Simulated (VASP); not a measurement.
Write the native input for VASP 6.6.1 that does the following.

```yaml
Task: single point
Functional: PBE
Dispersion: D3(BJ)
Potentials_or_basis: VASP PAW PBE potentials, release 64 (Nb_sv, H)
Cutoff: 400 eV
k_mesh: 6 × 6 × 1
Occupations: gaussian, width 0.1 eV
Spin: collinear spin
Starting_moments: "[1.0, 1.0, 1.0, 1.0, 0.0, 0.0] μB"
Dipole_correction: yes
Further_INCAR_settings: ALGO = Normal; EDIFF = 1e-06; NBANDS = 40; NELMDL = -8
```

The structure of Nb2H lies in POSCAR:

```
Nb2H
1.0
    2.8470950710     -0.0000000033      0.0000000000
   -1.4235475327      2.4656566601      0.0000000000
    0.0000000000      0.0000000000     37.8816948800
Nb H
4 2
Direct
    0.3333333333      0.6666666667      0.1843370958
    0.6666666667      0.3333333333      0.2551799573
    0.3333333333      0.6666666667      0.3964183343
    0.6666666667      0.3333333333      0.3255754728
    0.0000000000      0.0000000000      0.2216822139
    0.0000000000      0.0000000000      0.3590732161
```

These files were run (other wordings do the same):

INCAR

```
SYSTEM = Nb2H
PREC = Accurate
ENCUT = 400
EDIFF = 1E-6
ISMEAR = 0
SIGMA = 0.1
LREAL = .FALSE.
LASPH = .TRUE.
NELM = 200
ALGO = Normal
ISIF = 2
LWAVE = .FALSE.
LCHARG = .FALSE.
ISPIN = 2
MAGMOM = 1 1 1 1 0 0
LORBIT = 11
LMAXMIX = 4
LDIPOL = .TRUE.
IDIPOL = 3
DIPOL = 0.5 0.5 0.290
GGA = PE
IVDW = 12
NBANDS = 40
GGA_COMPAT = .FALSE.
NELMDL = -8
```

KPOINTS

```
Automatic mesh
0
G
  6 6 1
  0 0 0
```

Potentials or basis: VASP PAW PBE potentials, release 64 (Nb_sv, H).

Command:

```console
$ cat potpaw_PBE.64/Nb_sv/POTCAR potpaw_PBE.64/H/POTCAR > POTCAR
$ mpirun -np 1 vasp_std > vasp.out
```

It gave:

```yaml
Largest_force: 0.005 eV/Å
Band_gap_on_the_k_mesh: zero (filled and empty bands overlap)
Net_moment: 0.00 μB per cell
Valence_electrons_inside_the_program's_atomic_spheres: Nb 10.74, 10.80 (each value once); H 0.56
Dispersion_energy_per_atom: -0.425 eV
```

Caveat: the k points lie up to 0.42 Å⁻¹ apart, too coarse for converged energies and pressures of a metal.

It took 4.3 min on 1 thread of Intel(R) Xeon(R) 6975P-C (Granite Rapids) (shared host), peak memory 0.42 GiB.
